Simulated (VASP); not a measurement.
# Rh (Fm-3m) in VASP: a series of runs, part 2 of 2

VASP 6.6.1.

## (4) Relaxation of cell and atoms, PBE

File INCAR:

```
PREC     = Accurate       # precision mode
ENCUT    = 600            # plane-wave cutoff, eV
EDIFF    = 1E-6           # SCF threshold, eV
ISMEAR   = -1             # smearing method
SIGMA    = 0.1            # smearing width, eV
LREAL    = F              # projectors in reciprocal space
LASPH    = T              # aspherical terms in the spheres
NELM     = 100            # most SCF steps
ALGO     = Normal         # electronic algorithm
ISIF     = 3              # what is computed and relaxed
LWAVE    = F              # write WAVECAR
LCHARG   = F              # write CHGCAR
GGA      = PE             # functional
IBRION   = 2              # ionic algorithm
NSW      = 60             # ionic steps
EDIFFG   = -0.005         # ionic threshold
```

File KPOINTS:

```
Automatic mesh
0
Gamma
  19 19 19
```

File POSCAR:

```
Rh
1.0
    0.0000000000      1.9152057761      1.9152057761
    1.9152057761      0.0000000000      1.9152057761
    1.9152057761      1.9152057761      0.0000000000
Rh
1
Direct
    0.0000000000      0.0000000000      0.0000000000
```

Potentials or basis: VASP PAW PBE potentials, release 64 (Rh_pv).

Launch:

```console
$ cat potpaw_PBE.64/Rh_pv/POTCAR > POTCAR
$ mpirun -np 1 vasp_std > vasp.out
```

OUTCAR:

```text
PREC = Accurate
   ENCUT = 600
   EDIFF = 1E-6
   ISMEAR = -1
   LREAL = F
   LASPH = T
   NELM = 100
   ISIF = 3
   GGA = PE
   IBRION = 2
   NSW = 60
   EDIFFG = -0.005

 ion  position               nearest neighbor table
   1  0.000  0.000  0.000-

  LATTYP: Found a face centered cubic cell.
 ALAT       =     3.8304115522

  Lattice vectors:

 A1 = (   0.0000000000,   1.9152057761,   1.9152057761)
 A2 = (   1.9152057761,   0.0000000000,   1.9152057761)
 A3 = (   1.9152057761,   1.9152057761,   0.0000000000)

Analysis of symmetry for initial positions (statically):
=====================================================================
 Subroutine PRICEL returns:
 Original cell was already a primitive cell.

 Routine SETGRP: Setting up the symmetry group for a
 face centered cubic supercell.

 Subroutine GETGRP returns: Found 48 space group operations
 (whereof 48 operations were pure point group operations)
 out of a pool of 48 trial point group operations.

The static configuration has the point symmetry O_h .

Analysis of symmetry for dynamics (positions and initial velocities):
=====================================================================
 Subroutine PRICEL returns:
 Original cell was already a primitive cell.

 Routine SETGRP: Setting up the symmetry group for a
 face centered cubic supercell.

 Subroutine GETGRP returns: Found 48 space group operations
 (whereof 48 operations were pure point group operations)
 out of a pool of 48 trial point group operations.

The dynamic configuration has the point symmetry O_h .

 Subroutine INISYM returns: Found 48 space group operations
 (whereof 48 operations are pure point group operations),
 and found     1 'primitive' translations

----------------------------------------------------------------------------------------

                                     Primitive cell

  volume of cell :      14.0500

[... 118 lines left out ...]
 non-spin polarized calculation
  energy-cutoff  :      600.00
  volume of cell :       14.05
 maximum number of plane-waves:       489
 NGX is ok and might be reduce to    24
   NGX = 11   NGY = 11   NGZ = 11

--------------------------------------- Ionic step        1  -------------------------------------------

 number of electron      15.0000000 magnetization

 Free energy of the ion-electron system (eV)
  ---------------------------------------------------
  ext. energy  EPLUGINS =         0.00000000
  ---------------------------------------------------
  free energy    TOTEN  =        -7.28179095 eV

  energy without entropy =       -7.23551038  energy(sigma->0) =       -7.25865067

------------------------ aborting loop because EDIFF is reached ----------------------------------------

  FORCE on cell =-STRESS in cart. coord.  units (eV):
  Direction    XX          YY          ZZ          XY          YZ          ZX
  --------------------------------------------------------------------------------------
  -------------------------------------------------------------------------------------
  Total        0.0183893      0.0183893      0.0183893      0.0000000      0.0000000      0.0000000
  in kB        2.0970084      2.0970084      2.0970084      0.0000000      0.0000000      0.0000000
  external PRESSURE =       2.0970084 kB  Pullay stress =       0.0000000 kB
[... 57 lines left out ...]
--------------------------------------- Ionic step        3  -------------------------------------------

 number of electron      15.0000000 magnetization

 Free energy of the ion-electron system (eV)
  ---------------------------------------------------
  ext. energy  EPLUGINS =         0.00000000
  ---------------------------------------------------
  free energy    TOTEN  =        -7.28179827 eV

  energy without entropy =       -7.23544916  energy(sigma->0) =       -7.25862371

 E-fermi :  11.4839     XC(G=0): -13.8866

 val. band max:       11.4814223212   @ k =   0.3158   0.2105   0.0526
 cond. band min:      11.4882027165   @ k =   0.3158   0.2632   0.0000
 fundamental gap:      0.0067803953
 Fermi energy:        11.4839426525

 k-point     1 :       0.0000    0.0000    0.0000
  band No.  band energies     occupation
      1     -34.8432      2.00000
      2     -34.8432      2.00000
      3     -34.8432      2.00000
      4       3.7022      2.00000
      5       8.5250      2.00000
      6       8.5250      2.00000
      7       8.5250      2.00000
      8      10.5370      1.99985
      9      10.5370      1.99985
     10      27.5056      0.00000
     11      32.0982      0.00000
[... 309 lines left out ...]
 k-point    24 :      -0.2632    0.0526    0.0000
  band No.  band energies     occupation
      1     -35.2518      2.00000
      2     -34.9207      2.00000
      3     -34.8929      2.00000
      4       5.7253      2.00000
      5       8.5262      2.00000
      6       8.8487      2.00000
      7       8.8829      2.00000
      8      10.6150      1.99966
      9      11.2856      1.75819
     10      25.5137      0.00000
     11      28.8282      0.00000

 [... further k-points ...]
[... 5 lines left out ...]
  --------------------------------------------------------------------------------------
  -------------------------------------------------------------------------------------
  Total        0.0001868      0.0001868      0.0001868      0.0000000     -0.0000000      0.0000000
  in kB        0.0212854      0.0212854      0.0212854      0.0000000     -0.0000000      0.0000000
  external PRESSURE =       0.0212854 kB  Pullay stress =       0.0000000 kB
[... 16 lines left out ...]
  FREE ENERGIE OF THE ION-ELECTRON SYSTEM (eV)
  ---------------------------------------------------
  free  energy   TOTEN  =        -7.2817982713 eV

  energy  without entropy=       -7.2354491556  energy(sigma->0) =       -7.25862371

 reached required accuracy - stopping structural energy minimisation
```

CONTCAR:

```text
Rh
   1.00000000000000
     0.0000000000000000    1.9157247159953257    1.9157247159953257
     1.9157247159953257    0.0000000000000000    1.9157247159953257
     1.9157247159953257    1.9157247159953257   -0.0000000000000000
  Rh
     1
Direct
     0.0000000000000000    0.0000000000000000    0.0000000000000000

  0.00000000E+00  0.00000000E+00  0.00000000E+00
```

Wall time 22 s (1 thread of Intel Xeon 6975P-C (Granite Rapids), shared host); peak memory 0.17 GiB.

What came out:

```yaml
Free_energy: -7.2818 eV
Relaxed_volume: 14.06 Å³/atom
Relaxed_cell: a = 2.709 Å, b = 2.709 Å, c = 2.709 Å, α = 60.00°, β = 60.00°, γ = 60.00°
Space_group_after_relaxing_to_0.05_Å: Fm-3m (No. 225)
Energy_gained_by_relaxing: 0.0 meV/atom
Ionic_steps: 3
Pressure_after_relaxing: 0.0 GPa
```

Final structure:
```xyz
1
Lattice="0.0000 1.9157 1.9157 1.9157 0.0000 1.9157 1.9157 1.9157 0.0000" Properties=species:S:1:pos:R:3 pbc="T T T"
Rh    0.0000    0.0000    0.0000
```

## (5) Single point, PBE, collinear spin, ferromagnetic start

File INCAR:

```
SYSTEM = Rh
PREC = Accurate ; ENCUT = 520
EDIFF = 1E-6 ; ISMEAR = -1
SIGMA = 0.1 ; LREAL = .False.
LASPH = .True. ; NELM = 150
ALGO = Normal ; ISIF = 2
LWAVE = .False. ; LCHARG = .False.
ISPIN = 2 ; MAGMOM = 3
LORBIT = 11 ; LMAXMIX = 4
GGA = PE ; NBANDS = 18
```

File KPOINTS:

```
regular mesh
0
Gamma
  19 19 19
  0 0 0
```

File POSCAR:

```
Rh
1.0
    0.0000000000      1.9159742306      1.9159742306
    1.9159742306      0.0000000000      1.9159742306
    1.9159742306      1.9159742306      0.0000000000
Rh
1
Direct
    0.0000000000      0.0000000000      0.0000000000
```

Launch:

```console
$ cat potpaw_PBE.64/Rh_pv/POTCAR > POTCAR
$ mpirun -np 1 vasp_std > vasp.out
```

It took 36 s on 1 thread of Intel Xeon 6975P-C (Granite Rapids), shared host; peak memory 0.19 GiB.

It converged, with:

* Free energy: -7.2816 eV
* Pressure: 0.0 GPa
* Net moment: 0.00 μB per cell
* Valence electrons inside the program's atomic spheres: Rh 13.75

Levels at points of the mesh, in eV from the Fermi level:
Spin up:
```
           k point  band 4  band 5  band 6  band 7  band 8  band 9  band 10  band 11
(0.00, 0.00, 0.00)   -7.78   -2.96   -2.96   -2.96   -0.95   -0.95    16.02    20.61
```
Spin down:
```tsv
k point	band 4	band 5	band 6	band 7	band 8	band 9	band 10	band 11
(0.00, 0.00, 0.00)	-7.78	-2.96	-2.96	-2.96	-0.95	-0.95	16.02	20.61
```

## (6) Relaxation of cell and atoms, PBE, collinear spin, ferromagnetic start

File INCAR:

```
PREC = Accurate ; ENCUT = 600
EDIFF = 1E-6 ; ISMEAR = -1
SIGMA = 0.1 ; LREAL = F
LASPH = T ; NELM = 150
ALGO = Normal ; ISIF = 3
LWAVE = F ; LCHARG = F
ISPIN = 2 ; MAGMOM = 3
LORBIT = 11 ; LMAXMIX = 4
GGA = PE ; IBRION = 2
NSW = 60 ; EDIFFG = -0.005
```

File KPOINTS:

```
regular mesh
0
Gamma
  19 19 19
```

File POSCAR:

```
Rh
1.0
    0.0000000000      1.9152057761      1.9152057761
    1.9152057761      0.0000000000      1.9152057761
    1.9152057761      1.9152057761      0.0000000000
Rh
1
Direct
    0.0000000000      0.0000000000      0.0000000000
```

Potentials or basis: VASP PAW PBE potentials, release 64 (Rh_pv).

Launch:

```console
$ cat potpaw_PBE.64/Rh_pv/POTCAR > POTCAR
$ mpirun -np 1 vasp_std > vasp.out
```

OUTCAR:

```text
PREC = Accurate
   ENCUT = 600
   EDIFF = 1E-6
   ISMEAR = -1
   LREAL = F
   LASPH = T
   NELM = 150
   ISIF = 3
   ISPIN = 2
   LORBIT = 11
   GGA = PE
   IBRION = 2
   NSW = 60
   EDIFFG = -0.005

 ion  position               nearest neighbor table
   1  0.000  0.000  0.000-

  LATTYP: Found a face centered cubic cell.
 ALAT       =     3.8304115522

  Lattice vectors:

 A1 = (   0.0000000000,   1.9152057761,   1.9152057761)
 A2 = (   1.9152057761,   0.0000000000,   1.9152057761)
 A3 = (   1.9152057761,   1.9152057761,   0.0000000000)

Analysis of symmetry for initial positions (statically):
=====================================================================
 Subroutine PRICEL returns:
 Original cell was already a primitive cell.

 Routine SETGRP: Setting up the symmetry group for a
 face centered cubic supercell.

 Subroutine GETGRP returns: Found 48 space group operations
 (whereof 48 operations were pure point group operations)
 out of a pool of 48 trial point group operations.

The static configuration has the point symmetry O_h .

Analysis of symmetry for dynamics (positions and initial velocities):
=====================================================================
 Subroutine PRICEL returns:
 Original cell was already a primitive cell.

 Routine SETGRP: Setting up the symmetry group for a
 face centered cubic supercell.

 Subroutine GETGRP returns: Found 48 space group operations
 (whereof 48 operations were pure point group operations)
 out of a pool of 48 trial point group operations.

The dynamic configuration has the point symmetry O_h .

Analysis of structural, dynamic, and magnetic symmetry:
=====================================================================
 Subroutine PRICEL returns:
 Original cell was already a primitive cell.

 Routine SETGRP: Setting up the symmetry group for a
 face centered cubic supercell.

 Subroutine GETGRP returns: Found 48 space group operations
 (whereof 48 operations were pure point group operations)
 out of a pool of 48 trial point group operations.

The overall configuration has the point symmetry O_h .

 Subroutine INISYM returns: Found 48 space group operations
[... 141 lines left out ...]
  ---------------------------------------------------
  ext. energy  EPLUGINS =         0.00000000
  ---------------------------------------------------
  free energy    TOTEN  =        -7.28179120 eV

  energy without entropy =       -7.23550997  energy(sigma->0) =       -7.25865058

------------------------ aborting loop because EDIFF is reached ----------------------------------------

  FORCE on cell =-STRESS in cart. coord.  units (eV):
  Direction    XX          YY          ZZ          XY          YZ          ZX
  --------------------------------------------------------------------------------------
  -------------------------------------------------------------------------------------
  Total        0.0136143      0.0136143      0.0136143      0.0000000      0.0000000     -0.0000000
  in kB        1.5524924      1.5524924      1.5524924      0.0000000      0.0000000     -0.0000000
  external PRESSURE =       1.5524924 kB  Pullay stress =       0.0000000 kB
[... 61 lines left out ...]
 number of electron      15.0000000 magnetization       0.0000005

 number of electron      15.0000000 magnetization      -0.0000007

 Free energy of the ion-electron system (eV)
  ---------------------------------------------------
  ext. energy  EPLUGINS =         0.00000000
  ---------------------------------------------------
  free energy    TOTEN  =        -7.28179807 eV

  energy without entropy =       -7.23545984  energy(sigma->0) =       -7.25862895

 E-fermi :  11.4863     XC(G=0): -13.8874

 val. band max:       11.4837516858   @ k =   0.3158   0.2105   0.0526
 cond. band min:      11.4905422449   @ k =   0.3158   0.2632   0.0000
 fundamental gap:      0.0067905592
 Fermi energy:        11.4862688074

 spin component 1

 k-point     1 :       0.0000    0.0000    0.0000
  band No.  band energies     occupation
      1     -34.8411      1.00000
      2     -34.8411      1.00000
      3     -34.8411      1.00000
      4       3.7035      1.00000
      5       8.5267      1.00000
      6       8.5267      1.00000
      7       8.5267      1.00000
      8      10.5391      0.99992
      9      10.5391      0.99992
     10      27.5078      0.00000
     11      32.1002      0.00000
     12      32.8410      0.00000
     13      32.8410      0.00000
[... 356 lines left out ...]
      2     -34.9186      1.00000
      3     -34.8908      1.00000
      4       5.7267      1.00000
      5       8.5279      1.00000
      6       8.8504      1.00000
      7       8.8847      1.00000
      8      10.6171      0.99983
      9      11.2878      0.87914
     10      25.5171      0.00000
     11      28.8309      0.00000
     12      32.1006      0.00000
     13      34.1175      0.00000

 [... further k-points ...]

 spin component 2

 k-point     1 :       0.0000    0.0000    0.0000
  band No.  band energies     occupation
      1     -34.8411      1.00000
      2     -34.8411      1.00000
      3     -34.8411      1.00000
      4       3.7035      1.00000
      5       8.5267      1.00000
      6       8.5267      1.00000
      7       8.5267      1.00000
      8      10.5391      0.99992
      9      10.5391      0.99992
     10      27.5078      0.00000
     11      32.1002      0.00000
     12      32.8410      0.00000
     13      32.8410      0.00000
[... 396 lines left out ...]
  FREE ENERGIE OF THE ION-ELECTRON SYSTEM (eV)
  ---------------------------------------------------
  free  energy   TOTEN  =        -7.2817980715 eV

  energy  without entropy=       -7.2354598367  energy(sigma->0) =       -7.25862895

 reached required accuracy - stopping structural energy minimisation

 total charge

# of ion       s       p       d       tot
------------------------------------------
    1        0.403   6.286   7.059  13.749

 magnetization (x)

# of ion       s       p       d       tot
------------------------------------------
    1       -0.000  -0.000  -0.000  -0.000
```

CONTCAR:

```text
Rh
   1.00000000000000
     0.0000000000000000    1.9156435644640903    1.9156435644640903
     1.9156435644640903    0.0000000000000000    1.9156435644640903
     1.9156435644640903    1.9156435644640903   -0.0000000000000000
  Rh
     1
Direct
     0.0000000000000000    0.0000000000000000    0.0000000000000000

  0.00000000E+00  0.00000000E+00  0.00000000E+00
```

Run time: 52 s. Hardware: 1 thread of Intel Xeon 6975P-C (Granite Rapids), shared host; peak memory 0.21 GiB.

Results:

| Quantity | Value |
| --- | --- |
| Free energy | -7.2818 eV |
| Relaxed volume | 14.06 Å³/atom |
| Relaxed cell | a = 2.709 Å, b = 2.709 Å, c = 2.709 Å, α = 60.00°, β = 60.00°, γ = 60.00° |
| Space group after relaxing (to 0.05 Å) | Fm-3m (No. 225) |
| Energy gained by relaxing | 0.0 meV/atom |
| Ionic steps | 3 |
| Pressure after relaxing | 0.0 GPa |
| Net moment | 0.00 μB per cell |
| Valence electrons inside the program's atomic spheres | Rh 13.75 |

Final structure:
```cif
data_structure
_symmetry_space_group_name_H-M 'P 1'
_symmetry_Int_Tables_number 1
_cell_length_a 2.7091
_cell_length_b 2.7091
_cell_length_c 2.7091
_cell_angle_alpha 60.000
_cell_angle_beta 60.000
_cell_angle_gamma 60.000
_cell_volume 14.06
loop_
_atom_site_label
_atom_site_type_symbol
_atom_site_fract_x
_atom_site_fract_y
_atom_site_fract_z
_atom_site_occupancy
Rh1 Rh 0.00000 0.00000 0.00000 1
```

Levels at points of the mesh, in eV from the Fermi level:
Spin up:
| k point | band 4 | band 5 | band 6 | band 7 | band 8 | band 9 | band 10 | band 11 |
| --- | --- | --- | --- | --- | --- | --- | --- | --- |
| (0.00, 0.00, 0.00) | -7.78 | -2.96 | -2.96 | -2.96 | -0.95 | -0.95 | 16.02 | 20.61 |
Spin down:
```csv
k point,band 4,band 5,band 6,band 7,band 8,band 9,band 10,band 11
"(0.00, 0.00, 0.00)",-7.78,-2.96,-2.96,-2.96,-0.95,-0.95,16.02,20.61
```

## (7) The runs side by side

```tsv
task	spin	cell	k mesh	cutoff (eV)	gap on the mesh (eV)	pressure (GPa)	moment (μB)	relaxed volume (Å³/atom)
single point	off	a = 2.710 Å, angles 60.0°, 1 atom	19 × 19 × 19	520	none	0.0	-	-
single point	off	a = 2.710, b = 3.832 Å, 2 atoms	12 × 9 × 12	520	none	0.0	-	-
relaxation of cell and atoms	off	relaxed from a = 2.709 Å, angles 60.0°, 1 atom	19 × 19 × 19	600	none	0.0	-	14.06
single point	collinear, ferromagnetic start	a = 2.710 Å, angles 60.0°, 1 atom	19 × 19 × 19	520	none	0.0	0.00	-
relaxation of cell and atoms	collinear, ferromagnetic start	relaxed from a = 2.709 Å, angles 60.0°, 1 atom	19 × 19 × 19	600	none	0.0	0.00	14.06
```

Alike in all rows: level PBE; potentials or basis VASP PAW PBE potentials, release 64 (Rh_pv); smearing fermi-dirac 0.1 eV.

Absolute energies hang on the potentials; compare differences alone.
